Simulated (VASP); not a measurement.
# Sb (P6_3/mmc) in VASP: notebook, part 3 of 3

VASP 6.6.1. The steps go on from the part before.

## (4) Electric field gradients, PBEsol

This run uses another cell than the first one, of 26.20 Å³/atom, 0.962 times its volume.

The input, INCAR:

```
PREC = Accurate ; ENCUT = 520
EDIFF = 1E-8 ; ISMEAR = -1
SIGMA = 0.05 ; LREAL = False
LASPH = True ; NELM = 100
ALGO = Normal ; ISIF = 2
LWAVE = False ; LCHARG = False
GGA = PS ; LEFG = True
NBANDS = 12
```

The input, KPOINTS:

```
regular mesh
0
Gamma
  12 12 7
```

The input, POSCAR:

```
Sb
1.0
    3.3690001795      0.0000000000      0.0000000000
   -1.6845000898      2.9176397408      0.0000000000
    0.0000000000      0.0000000000      5.3300000000
Sb
2
Direct
    0.3333333333      0.6666666667      0.2500000000
    0.6666666667      0.3333333333      0.7500000000
```

Potentials or basis: VASP PAW PBE potentials, release 64 (Sb).

Run with:

```console
$ cat potpaw_PBE.64/Sb/POTCAR > POTCAR
$ mpirun -np 1 vasp_std > vasp.out
```

OUTCAR:

```text
PREC = Accurate
   ENCUT = 520
   EDIFF = 1E-8
   ISMEAR = -1
   LREAL = False
   LASPH = True
   NELM = 100
   ISIF = 2
   GGA = PS

 ion  position               nearest neighbor table
   1  0.333  0.667  0.250-   2 3.30   2 3.30   2 3.30   2 3.30   2 3.30   2 3.30
   2  0.667  0.333  0.750-   1 3.30   1 3.30   1 3.30   1 3.30   1 3.30   1 3.30

  LATTYP: Found a hexagonal cell.
 ALAT       =     3.3690001795
 C/A-ratio  =     1.5820717471

  Lattice vectors:

 A1 = (   3.3690001795,   0.0000000000,   0.0000000000)
 A2 = (  -1.6845000898,   2.9176397408,   0.0000000000)
 A3 = (   0.0000000000,   0.0000000000,   5.3300000000)

Analysis of symmetry for initial positions (statically):
=====================================================================
 Subroutine PRICEL returns:
 Original cell was already a primitive cell.

 Routine SETGRP: Setting up the symmetry group for a
 hexagonal supercell.

 Subroutine GETGRP returns: Found 24 space group operations
 (whereof 12 operations were pure point group operations)
 out of a pool of 24 trial point group operations.

The static configuration has the point symmetry D_3d.
 The point group associated with its full space group is D_6h.

Analysis of symmetry for dynamics (positions and initial velocities):
=====================================================================
 Subroutine PRICEL returns:
 Original cell was already a primitive cell.

 Routine SETGRP: Setting up the symmetry group for a
 hexagonal supercell.

 Subroutine GETGRP returns: Found 24 space group operations
[... 507 lines left out ...]
      2       0.7549      2.00000
      3       4.5176      2.00000
      4       5.9177      2.00000
      5       7.7526      2.00000
      6       9.4931      0.00000
      7      11.2989      0.00000
      8      12.6517      0.00000
      9      13.6896      0.00000
     10      15.9708      0.00000
     11      17.7862      0.00000
     12      18.6139      0.00000

 [... further k-points ...]

------------------------ aborting loop because EDIFF is reached ----------------------------------------

  FORCE on cell =-STRESS in cart. coord.  units (eV):
  Direction    XX          YY          ZZ          XY          YZ          ZX
  --------------------------------------------------------------------------------------
  -------------------------------------------------------------------------------------
  Total        0.0824139      0.0824139     -0.3241257     -0.0000000      0.0000000      0.0000000
  in kB        2.5202942      2.5202942     -9.9120656     -0.0000000      0.0000000      0.0000000
  external PRESSURE =      -1.6238257 kB  Pullay stress =       0.0000000 kB

 VOLUME and BASIS-vectors are now :
 -----------------------------------------------------------------------------
  energy-cutoff  :      520.00
  volume of cell :       52.39
      direct lattice vectors                 reciprocal lattice vectors
     3.369000179  0.000000000  0.000000000     0.296823968  0.171371398  0.000000000
    -1.684500090  2.917639741  0.000000000     0.000000000  0.342742795  0.000000000
     0.000000000  0.000000000  5.330000000     0.000000000  0.000000000  0.187617261

 POSITION                                       TOTAL-FORCE (eV/Angst)
 -----------------------------------------------------------------------------------
     -0.00000      1.94509      1.33250         0.000000      0.000000      0.000000
      1.68450      0.97255      3.99750        -0.000000      0.000000      0.000000
 -----------------------------------------------------------------------------------
    total drift:                               -0.000000      0.000000      0.000000

  FREE ENERGIE OF THE ION-ELECTRON SYSTEM (eV)
  ---------------------------------------------------
  free  energy   TOTEN  =        -8.6811964138 eV

  energy  without entropy=       -8.6707601110  energy(sigma->0) =       -8.67597826

 Electric field gradients (V/A^2)
---------------------------------------------------------------------
 ion       V_xx      V_yy      V_zz      V_xy      V_xz      V_yz
---------------------------------------------------------------------
   1     -10.397   -10.397    20.795     0.000     0.000    -0.000
   2     -10.397   -10.397    20.795     0.000    -0.000     0.000
---------------------------------------------------------------------

 Electric field gradients after diagonalization (V/A^2)
 (convention: |V_zz| > |V_xx| > |V_yy|)
----------------------------------------------------------------------
 ion       V_xx      V_yy      V_zz     asymmetry (V_yy - V_xx)/ V_zz
----------------------------------------------------------------------
   1     -10.397   -10.397    20.795       0.000
   2     -10.397   -10.397    20.795       0.000
----------------------------------------------------------------------

           NMR quadrupolar parameters

 Cq : quadrupolar parameter    Cq=e*Q*V_zz/h
 eta: asymmetry parameters     (V_yy - V_xx)/ V_zz
 Q  : nuclear electric quadrupole moment in mb (millibarn)
----------------------------------------------------------------------
 ion       Cq(MHz)       eta       Q (mb)
----------------------------------------------------------------------
   1       0.050       0.000       1.000
   2       0.050       0.000       1.000
----------------------------------------------------------------------
```

OSZICAR:

```text
N       E                     dE             d eps       ncg     rms          rms(c)
DAV:   1     0.341904752198E+02    0.34190E+02   -0.36291E+03  1824   0.668E+02
DAV:   2    -0.686251163367E+01   -0.41053E+02   -0.39768E+02  2496   0.109E+02
DAV:   3    -0.868048595551E+01   -0.18180E+01   -0.17867E+01  2296   0.254E+01
DAV:   4    -0.869457466749E+01   -0.14089E-01   -0.14084E-01  2060   0.272E+00
DAV:   5    -0.869471828654E+01   -0.14362E-03   -0.14362E-03  2212   0.304E-01    0.244E+00
DAV:   6    -0.868598384697E+01    0.87344E-02   -0.36048E-03  2016   0.286E-01    0.139E+00
DAV:   7    -0.868120700811E+01    0.47768E-02   -0.69124E-03  1928   0.396E-01    0.372E-02
DAV:   8    -0.868119727639E+01    0.97317E-05   -0.86703E-05  2204   0.676E-02    0.147E-02
DAV:   9    -0.868119737201E+01   -0.95628E-07   -0.15525E-06  2076   0.961E-03    0.355E-03
DAV:  10    -0.868119677870E+01    0.59331E-06   -0.25620E-07  2072   0.277E-03    0.294E-03
DAV:  11    -0.868119640880E+01    0.36990E-06   -0.63712E-09  1588   0.585E-04    0.196E-04
DAV:  12    -0.868119642180E+01   -0.13001E-07   -0.94857E-10  1132   0.223E-04    0.132E-04
DAV:  13    -0.868119640993E+01    0.11866E-07   -0.17276E-10  1024   0.101E-04    0.252E-05
DAV:  14    -0.868119641380E+01   -0.38614E-08   -0.40848E-11  1016   0.477E-05
   1 F= -.86811964E+01 E0= -.86759783E+01  d E =-.104363E-01
```

Wall time 53 s (1 thread of Intel Xeon Platinum 8488C (Sapphire Rapids), shared host); peak memory 0.19 GiB.

What came out:

| Quantity | Value |
| --- | --- |
| Free energy | -8.6812 eV |
| Pressure | -0.2 GPa |
| Band gap on the k mesh | zero (band 5 reaches 12.77 eV, above the bottom of band 6 at 5.79 eV) |

Levels at points of the mesh, in eV from the Fermi level:
```csv
k point,band 3,band 4,band 5,band 6,band 7,band 8
"(0.00, 0.00, 0.00)",-5.98,3.31,3.31,5.11,5.11,6.04
"(0.50, 0.00, 0.00)",-4.26,-2.92,-2.42,-0.22,0.10,3.77
```

Electric field gradients, principal values (V/Å²):
| atom | least | middle | greatest (by size) |
| --- | --- | --- | --- |
| 1 Sb | -10.397 | -10.397 | 20.795 |
| 2 Sb | -10.397 | -10.397 | 20.795 |

Caveat: without QUAD_EFG the Cq values of the log hold for a quadrupole moment of 1 mb, not for the nuclei; the PAW data sets were made with another functional, which shifts forces and pressure a little; spin-orbit coupling is left out, which moves the levels of the heavy elements.

## (5) Electric field gradients, PBEsol, collinear spin, ferromagnetic start

This run uses another cell than the first one, of 26.20 Å³/atom, 0.962 times its volume.

The input, INCAR:

```
PREC = Accurate
ENCUT = 520
EDIFF = 1E-8
ISMEAR = -1
SIGMA = 0.05
LREAL = False
LASPH = True
NELM = 150
ALGO = Normal
ISIF = 2
LWAVE = False
LCHARG = False
ISPIN = 2
MAGMOM = 0.2 0.2
LORBIT = 11
GGA = PS
LEFG = True
NBANDS = 16
```

KPOINTS is that of step 4.

POSCAR is that of step 4.

Potentials or basis: VASP PAW PBE potentials, release 64 (Sb).

Run with:

```console
$ cat potpaw_PBE.64/Sb/POTCAR > POTCAR
$ mpirun -np 1 vasp_std > vasp.out
```

OUTCAR:

```text
PREC = Accurate
   ENCUT = 520
   EDIFF = 1E-8
   ISMEAR = -1
   LREAL = False
   LASPH = True
   NELM = 150
   ISIF = 2
   ISPIN = 2
   LORBIT = 11
   GGA = PS

 ion  position               nearest neighbor table
   1  0.333  0.667  0.250-   2 3.30   2 3.30   2 3.30   2 3.30   2 3.30   2 3.30
   2  0.667  0.333  0.750-   1 3.30   1 3.30   1 3.30   1 3.30   1 3.30   1 3.30

  LATTYP: Found a hexagonal cell.
 ALAT       =     3.3690001795
 C/A-ratio  =     1.5820717471

  Lattice vectors:

 A1 = (   3.3690001795,   0.0000000000,   0.0000000000)
[... 1161 lines left out ...]
---------------------------------------------------------------------

 Electric field gradients after diagonalization (V/A^2)
 (convention: |V_zz| > |V_xx| > |V_yy|)
----------------------------------------------------------------------
 ion       V_xx      V_yy      V_zz     asymmetry (V_yy - V_xx)/ V_zz
----------------------------------------------------------------------
   1     -10.397   -10.397    20.795       0.000
   2     -10.397   -10.397    20.795       0.000
----------------------------------------------------------------------

           NMR quadrupolar parameters

 Cq : quadrupolar parameter    Cq=e*Q*V_zz/h
 eta: asymmetry parameters     (V_yy - V_xx)/ V_zz
 Q  : nuclear electric quadrupole moment in mb (millibarn)
----------------------------------------------------------------------
 ion       Cq(MHz)       eta       Q (mb)
----------------------------------------------------------------------
   1       0.050       0.000       1.000
   2       0.050       0.000       1.000
----------------------------------------------------------------------

 total charge

# of ion       s       p       d       tot
------------------------------------------
    1        1.255   1.046   0.041   2.343
    2        1.255   1.046   0.041   2.343
--------------------------------------------------
tot          2.510   2.093   0.083   4.686

 magnetization (x)

# of ion       s       p       d       tot
------------------------------------------
    1       -0.000   0.000  -0.000  -0.000
    2       -0.000   0.000  -0.000  -0.000
--------------------------------------------------
tot         -0.000   0.000  -0.000  -0.000
```

Run time: 2.6 min. Hardware: 1 thread of Intel Xeon Platinum 8488C (Sapphire Rapids), shared host; peak memory 0.24 GiB.

Results:

- Free energy: -8.6812 eV
- Pressure: -0.2 GPa
- Band gap on the k mesh: zero (filled and empty bands overlap)
- Net moment: 0.00 μB per cell
- Valence electrons inside the program's atomic spheres: Sb 2.34

Stress tensor (GPa, compression positive):
```
 0.25  0.00  0.00
 0.00  0.25  0.00
 0.00  0.00 -0.99
```

Electric field gradients, principal values (V/Å²):
| atom | least | middle | greatest (by size) |
| --- | --- | --- | --- |
| 1 Sb | -10.397 | -10.397 | 20.795 |
| 2 Sb | -10.397 | -10.397 | 20.795 |

Caveat: without QUAD_EFG the Cq values of the log hold for a quadrupole moment of 1 mb, not for the nuclei; the PAW data sets were made with another functional, which shifts forces and pressure a little; spin-orbit coupling is left out, which moves the levels of the heavy elements.

## (6) Summary

```tsv
level	potentials or basis	spin	cell	cutoff (eV)	gap on the mesh (eV)	pressure (GPa)
LDA	VASP PAW LDA potentials, release 64 (Sb)	off	a = 3.413, b = 3.413, c = 5.400 Å, angles 90.0, 90.0, 120.0°, 2 atoms	400	none	-3.7
r2SCAN	VASP PAW PBE potentials, release 64 (Sb)	off	a = 3.369, b = 3.369, c = 5.330 Å, angles 90.0, 90.0, 120.0°, 2 atoms	440	none	2.2
PBEsol	VASP PAW PBE potentials, release 64 (Sb)	off	a = 3.369, b = 3.369, c = 5.330 Å, angles 90.0, 90.0, 120.0°, 2 atoms	520	none	-0.2
PBEsol	VASP PAW PBE potentials, release 64 (Sb)	collinear, ferromagnetic start	a = 3.369, b = 3.369, c = 5.330 Å, angles 90.0, 90.0, 120.0°, 2 atoms	520	none	-0.2
```

Alike in all rows: task electric field gradients; k mesh 12 × 12 × 7; smearing fermi-dirac 0.05 eV.

Caveats: spin-orbit coupling is left out, which moves the levels of the heavy elements; the PAW data sets were made with another functional, which shifts forces and pressure a little (some runs).

Total energies depend on the potentials used, so only differences within one code and one set of settings carry meaning.
